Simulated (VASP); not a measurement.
# TiAl (P3m1) in VASP: a series of runs

The runs below take TiAl through single point, with PBEsol.

Program: VASP 6.6.1. These are calculated values, not measurements. Logs are shortened: lines on timing, memory, paths and dates and some standing lists are left out, and cuts for length are marked.

### Step 1. The cell of the first run

Symmetry: P3m1, No. 156, trigonal system. The conventional cell has a = 2.848 Å, b = 2.848 Å, c = 4.620 Å, α = 90.00°, β = 90.00°, γ = 120.00°. Within 3.7 Å of Ti (site symmetry 3m) lie 6 Al at 2.78 to 2.89 Å and 6 Ti at 2.85 Å. Within 3.7 Å of Al (site symmetry 3m) lie 6 Ti at 2.78 to 2.89 Å and 6 Al at 2.85 Å.

### Step 2. Single point, PBEsol (all Ti atoms moved +0.062 Å, as atom 1 along Cartesian [0 0 1])

The input, INCAR:

```
SYSTEM = TiAl
  PREC = Accurate
  ENCUT = 500
  EDIFF = 1E-6
  ISMEAR = 0
  SIGMA = 0.15
  LREAL = .FALSE.
  LASPH = .TRUE.
  NELM = 120
  ALGO = Normal
  ISIF = 2
  LWAVE = .FALSE.
  LCHARG = .FALSE.
  GGA = PS
  NBANDS = 14
  GGA_COMPAT = .FALSE.
```

The input, KPOINTS:

```
regular mesh
0
G
  24 24 14
  0 0 0
```

The input, POSCAR:

```
TiAl
1.0
    2.8478212843      0.0000000000      0.0000000000
   -1.4239106421      2.4662855776      0.0000000000
    0.0000000000      0.0000000000      4.6199447408
Ti Al
1 1
Direct
    0.0000000000      0.0000000000      0.0135283003
    0.3333333333      0.6666666667      0.5000000000
```

Potentials or basis: VASP PAW PBE potentials, release 64 (Ti_sv, Al).

Launch:

```
$ cat potpaw_PBE.64/Ti_sv/POTCAR potpaw_PBE.64/Al/POTCAR > POTCAR
$ mpirun -np 1 vasp_std > vasp.out
```

OUTCAR:

```text
SYSTEM = TiAl
   PREC = Accurate
   ENCUT = 500
   EDIFF = 1E-6
   ISMEAR = 0
   LREAL = .FALSE.
   LASPH = .TRUE.
   NELM = 120
   ISIF = 2
   GGA = PS

 ion  position               nearest neighbor table
   1  0.000  0.000  0.014-   2 2.78   2 2.78   2 2.78   2 2.89   2 2.89   2 2.89
   2  0.333  0.667  0.500-   1 2.78   1 2.78   1 2.78   1 2.89   1 2.89   1 2.89

  LATTYP: Found a hexagonal cell.
 ALAT       =     2.8478212843
 C/A-ratio  =     1.6222734082

  Lattice vectors:

 A1 = (   2.8478212843,   0.0000000000,   0.0000000000)
 A2 = (  -1.4239106421,   2.4662855776,   0.0000000000)
 A3 = (   0.0000000000,   0.0000000000,   4.6199447408)

Analysis of symmetry for initial positions (statically):
=====================================================================
 Subroutine PRICEL returns:
 Original cell was already a primitive cell.

 Routine SETGRP: Setting up the symmetry group for a
 hexagonal supercell.

 Subroutine GETGRP returns: Found  6 space group operations
 (whereof  6 operations were pure point group operations)
 out of a pool of 24 trial point group operations.

The static configuration has the point symmetry C_3v.

Analysis of symmetry for dynamics (positions and initial velocities):
=====================================================================
 Subroutine PRICEL returns:
 Original cell was already a primitive cell.

 Routine SETGRP: Setting up the symmetry group for a
 hexagonal supercell.

 Subroutine GETGRP returns: Found  6 space group operations
 (whereof  6 operations were pure point group operations)
 out of a pool of 24 trial point group operations.

The dynamic configuration has the point symmetry C_3v.

 Subroutine INISYM returns: Found  6 space group operations
 (whereof  6 operations are pure point group operations),
 and found     1 'primitive' translations

----------------------------------------------------------------------------------------

                                     Primitive cell

  volume of cell :      32.4484

  direct lattice vectors                    reciprocal lattice vectors
     2.847821284  0.000000000  0.000000000     0.351145630  0.202734024  0.000000000
    -1.423910642  2.466285578  0.000000000     0.000000000  0.405468048  0.000000000
     0.000000000  0.000000000  4.619944741     0.000000000  0.000000000  0.216452805

  length of vectors
     2.847821284  2.847821284  4.619944741     0.405468048  0.405468048  0.216452805

  position of ions in fractional coordinates (direct lattice)
     0.000000000  0.000000000  0.013528300
     0.333333333  0.666666667  0.500000000

  ion indices of the primitive-cell ions
   primitive index   ion index
                 1           1
                 2           2

----------------------------------------------------------------------------------------

 KPOINTS: regular mesh

Automatic generation of k-mesh.
 Grid dimensions read from file:
 generate k-points for:   24   24   14

 Generating k-lattice:

  Cartesian coordinates                     Fractional coordinates (reciprocal lattice)
     0.014631068  0.008447251  0.000000000     0.041666667  0.000000000  0.000000000
     0.000000000  0.016894502  0.000000000     0.000000000  0.041666667  0.000000000
     0.000000000  0.000000000  0.015460915     0.000000000  0.000000000  0.071428571

  Length of vectors
     0.016894502  0.016894502  0.015460915

  Shift w.r.t. Gamma in fractional coordinates (k-lattice)
     0.000000000  0.000000000  0.000000000

 Subroutine IBZKPT returns following result:
 ===========================================

 Found    776 irreducible k-points:

 Following reciprocal coordinates:
            Coordinates               Weight
  0.000000  0.000000  0.000000      1.000000
  0.041667  0.000000  0.000000      6.000000
  0.083333  0.000000  0.000000      6.000000
  0.125000  0.000000  0.000000      6.000000
  0.166667  0.000000  0.000000      6.000000
  0.208333  0.000000  0.000000      6.000000
[... 16 lines left out ...]
  0.416667  0.041667  0.000000     12.000000
  0.458333  0.041667  0.000000     12.000000
 [... further k-points ...]
   k-points           NKPTS =    776   k-points in BZ     NKDIM =    776   number of bands    NBANDS=     14
   number of dos      NEDOS =    301   number of ions     NIONS =      2
   total plane-waves  NPLWV =  20736
   dimension x,y,z NGX =    24 NGY =   24 NGZ =   36
   dimension x,y,z NGXF=    48 NGYF=   48 NGZF=   72
   ions per type =               1   1
   NGX,Y,Z   is equivalent  to a cutoff of  14.01, 14.01, 12.95 a.u.
   NGXF,Y,Z  is equivalent  to a cutoff of  28.02, 28.02, 25.91 a.u.
 SYSTEM =  TiAl
   PREC   = accura    normal or accurate (medium, high low for compatibility)
   ISTART =      0    job   : 0-new  1-cont  2-samecut
   ICHARG =      2    charge: 1-file 2-atom 10-const
   ISPIN  =      1    spin polarized calculation?
   LNONCOLLINEAR =      F non collinear calculations
   LSORBIT =      F    spin-orbit coupling
   LASPH  =      T    aspherical Exc in radial PAW
   ENCUT  =  500.0 eV  36.75 Ry    6.06 a.u.   5.19  5.19  8.42*2*pi/ulx,y,z
   NELM   =    120;   NELMIN=  2; NELMDL= -5     # of ELM steps
   EDIFF  = 0.1E-05   stopping-criterion for ELM
   LREAL  =      F    real-space projection
   EDIFFG = 0.1E-04   stopping-criterion for IOM
   NSW    =      0    number of steps for IOM
   IBRION =     -1    ionic relax: 0-MD 1-quasi-New 2-CG
   NFREE  =      0    steps in history (QN), initial steepest desc. (CG)
   ISIF   =      2    stress and relaxation
   ISYM   =      2    0-nonsym 1-usesym 2-fastsym
   POTIM  = 0.5000    time-step for ionic-motion
   TEBEG  =    0.0;   TEEND  =   0.0 temperature during run
   PSTRESS=    0.0 pullay stress
   NELECT =      15.0000    total number of electrons
   NUPDOWN=      -1.0000    fix difference up-down
   EMIN   =  10.00;   EMAX   =-10.00  energy-range for DOS
   EFERMI =   0.00;   METHOD = LEGACY
   ISMEAR =     0;   SIGMA  =   0.15  broadening in eV -4-tet -1-fermi 0-gaus
   EFERMI_NEDOS =   21; number of points for ismear=-14 and -15
   IALGO  =     38    algorithm
   IMIX   =      4    mixing-type and parameters
     AMIX     =   0.40;   BMIX     =  1.00
     AMIX_MAG =   1.60;   BMIX_MAG =  1.00
  volume/ion in A,a.u.               =      16.22       109.49
  Fermi-wavevector in a.u.,A,eV,Ry     =   1.265827  2.392066 21.800854  1.602318
  Thomas-Fermi vector in A             =   2.399060
   LORBIT       =      0    0 simple, 1 ext, 2 COOP (PROOUT), +10 PAW based schemes
   GGA     = PS    functional components
   LHFCALC =     F    Hartree Fock is set to
   AEXX    =    0.0000 exact exchange contribution
   IVDW    =     0    specifies the selected vdW correction
   LEPSILON=     F    determine dielectric tensor
   LRPA    =     F    only Hartree local field effects (RPA)
 non-spin polarized calculation
 Gauss-broadening in eV      SIGMA  =   0.15
  energy-cutoff  :      500.00
  volume of cell :       32.45
 maximum number of plane-waves:       839
 NGX is ok and might be reduce to    24
   NGX = 11   NGY = 11   NGZ = 17

 number of electron      15.0000005 magnetization

 Free energy of the ion-electron system (eV)
  ---------------------------------------------------
  ext. energy  EPLUGINS =         0.00000000
  ---------------------------------------------------
  free energy    TOTEN  =       -12.93171681 eV

  energy without entropy =      -12.90223100  energy(sigma->0) =      -12.91697390

 E-fermi :   8.0367     XC(G=0): -11.1431

 val. band max:        8.0356153602   @ k =   0.2083   0.1250   0.4286
 cond. band min:       8.0370558070   @ k =  -0.1250   0.3333   0.0714
 fundamental gap:      0.0014404468
 Fermi energy:         8.0366831317

 k-point     1 :       0.0000    0.0000    0.0000
  band No.  band energies     occupation
      1     -48.1969      2.00000
      2     -24.6251      2.00000
      3     -24.1776      2.00000
      4     -24.1776      2.00000
      5      -0.9966      2.00000
      6       5.7132      2.00000
      7       6.2620      2.00000
      8       9.3387      0.00000
      9       9.3387      0.00000
     10      10.8644      0.00000
     11      10.8644      0.00000
     12      12.1293      0.00000
     13      21.0596      0.00000
     14      21.0596      0.00000

 k-point     2 :       0.0417    0.0000    0.0000
  band No.  band energies     occupation
      1     -48.1951      2.00000
      2     -24.6233      2.00000
      3     -24.1886      2.00000
      4     -24.1801      2.00000
      5      -0.9526      2.00000
      6       5.7610      2.00000
      7       6.2663      2.00000
      8       9.2946      0.00000
      9       9.3752      0.00000
     10      10.8517      0.00000
     11      10.8748      0.00000
     12      12.1396      0.00000
     13      20.2066      0.00000
     14      20.5514      0.00000

 k-point     3 :       0.0833    0.0000    0.0000
  band No.  band energies     occupation
      1     -48.1899      2.00000
      2     -24.6182      2.00000
      3     -24.2207      2.00000
      4     -24.1873      2.00000
      5      -0.8213      2.00000
      6       5.9006      2.00000
      7       6.2795      2.00000
      8       9.1687      0.00000
      9       9.4835      0.00000
     10      10.8146      0.00000
     11      10.9069      0.00000
     12      12.1693      0.00000
     13      18.8460      0.00000
     14      19.8431      0.00000
[... 324 lines left out ...]
 k-point    23 :       0.4167    0.0417    0.0000
  band No.  band energies     occupation
      1     -48.0952      2.00000
      2     -24.7747      2.00000
      3     -24.5253      2.00000
      4     -24.3220      2.00000
      5       3.4625      2.00000
      6       6.0173      2.00000
      7       6.4872      2.00000
      8       7.1537      2.00000
      9      10.0954      0.00000
     10      11.7437      0.00000
     11      12.2073      0.00000
     12      12.2709      0.00000
     13      13.5148      0.00000
     14      15.6634      0.00000

 k-point    24 :       0.4583    0.0417    0.0000
  band No.  band energies     occupation
      1     -48.0916      2.00000
      2     -24.7947      2.00000
      3     -24.5218      2.00000
      4     -24.3269      2.00000
      5       4.1425      2.00000
      6       5.3720      2.00000
      7       6.4869      2.00000
      8       7.0484      2.00000
      9      10.0690      0.00000
     10      11.9046      0.00000
     11      12.2653      0.00000
     12      12.3778      0.00000
     13      13.6775      0.00000
     14      15.5773      0.00000

 [... further k-points ...]

------------------------ aborting loop because EDIFF is reached ----------------------------------------

  FORCE on cell =-STRESS in cart. coord.  units (eV):
  Direction    XX          YY          ZZ          XY          YZ          ZX
  --------------------------------------------------------------------------------------
  -------------------------------------------------------------------------------------
  Total        0.0373552      0.0373552      0.0569112      0.0000000      0.0000000     -0.0000000
  in kB        1.8444559      1.8444559      2.8100605      0.0000000      0.0000000     -0.0000000
  external PRESSURE =       2.1663241 kB  Pullay stress =       0.0000000 kB

 VOLUME and BASIS-vectors are now :
 -----------------------------------------------------------------------------
  energy-cutoff  :      500.00
  volume of cell :       32.45
      direct lattice vectors                 reciprocal lattice vectors
     2.847821284  0.000000000  0.000000000     0.351145630  0.202734024  0.000000000
    -1.423910642  2.466285578  0.000000000     0.000000000  0.405468048  0.000000000
     0.000000000  0.000000000  4.619944741     0.000000000  0.000000000  0.216452805

 POSITION                                       TOTAL-FORCE (eV/Angst)
 -----------------------------------------------------------------------------------
      0.00000      0.00000      0.06250        -0.000000      0.000000     -0.466228
     -0.00000      1.64419      2.30997         0.000000     -0.000000      0.466228
 -----------------------------------------------------------------------------------
    total drift:                                0.000000     -0.000000      0.000180

  FREE ENERGIE OF THE ION-ELECTRON SYSTEM (eV)
  ---------------------------------------------------
  free  energy   TOTEN  =       -12.9317168067 eV

  energy  without entropy=      -12.9022309997  energy(sigma->0) =      -12.91697390
```

Run time: 99 s. Hardware: 1 thread of Intel Xeon 6975P-C (Granite Rapids), shared host; peak memory 0.44 GiB.

Results:

| Property | Result |
| --- | --- |
| Free energy | -12.9317 eV |
| Pressure | 0.2 GPa |
| Largest force | 0.466 eV/Å |
| Band gap on the k mesh | zero (an odd number of electrons rules out a gap without spin polarisation) |

Forces in eV/Å, atoms in the order of the input:
```
Ti   0.000  0.000 -0.466
Al   0.000  0.000  0.466
```

Caveat: the cell differs from its parent crystal (all Ti atoms moved +0.062 Å, as atom 1 along Cartesian [0 0 1]); the PAW data sets were made with another functional, which shifts forces and pressure a little.

### Step 3. Single point, PBEsol (all Ti atoms moved +0.037 Å, as atom 1 along Cartesian [0 0 1])

The input, INCAR:

```
PREC = Accurate
ENCUT = 500
EDIFF = 1E-6
ISMEAR = 0
SIGMA = 0.15
LREAL = F
LASPH = T
NELM = 120
ALGO = Normal
ISIF = 2
LWAVE = F
LCHARG = F
GGA = PS
NBANDS = 14
GGA_COMPAT = F
```

The input, KPOINTS:

```
Automatic mesh
0
Gamma
  24 24 14
```

Edit POSCAR of step 2 so:

```diff
@@ -8,3 +8,3 @@
 Direct
-    0.0000000000      0.0000000000      0.0135283003
+    0.0000000000      0.0000000000      0.0081169802
     0.3333333333      0.6666666667      0.5000000000
```

Potentials or basis: VASP PAW PBE potentials, release 64 (Ti_sv, Al).

Launch:

```
$ cat potpaw_PBE.64/Ti_sv/POTCAR potpaw_PBE.64/Al/POTCAR > POTCAR
$ mpirun -np 1 vasp_std > vasp.out
```

It took 96 s on 1 thread of Intel Xeon 6975P-C (Granite Rapids), shared host; peak memory 0.44 GiB.

It converged, with:

```
Free energy            : -12.9410 eV
Pressure               : 0.1 GPa
Largest force          : 0.279 eV/Å
Band gap on the k mesh : zero (an odd number of electrons rules out a gap without spin polarisation)
```

Forces in eV/Å, atoms in the order of the input:
```
Ti   0.000  0.000 -0.279
Al   0.000  0.000  0.279
```

Levels at points of the mesh, in eV from the Fermi level:
| k point | band 5 | band 6 | band 7 | band 8 | band 9 | band 10 |
| --- | --- | --- | --- | --- | --- | --- |
| (0.00, 0.00, 0.00) | -9.03 | -2.32 | -1.78 | 1.30 | 1.30 | 2.83 |
| (0.50, 0.00, 0.00) | -3.77 | -2.83 | -1.58 | -1.02 | 2.13 | 4.07 |
| (0.00, 0.00, 0.50) | -8.10 | -5.32 | -0.42 | 1.32 | 1.32 | 2.75 |
| (0.50, 0.00, 0.50) | -3.72 | -2.42 | -1.87 | 0.57 | 0.98 | 1.92 |

Caveat: the cell differs from its parent crystal (all Ti atoms moved +0.037 Å, as atom 1 along Cartesian [0 0 1]); the PAW data sets were made with another functional, which shifts forces and pressure a little.
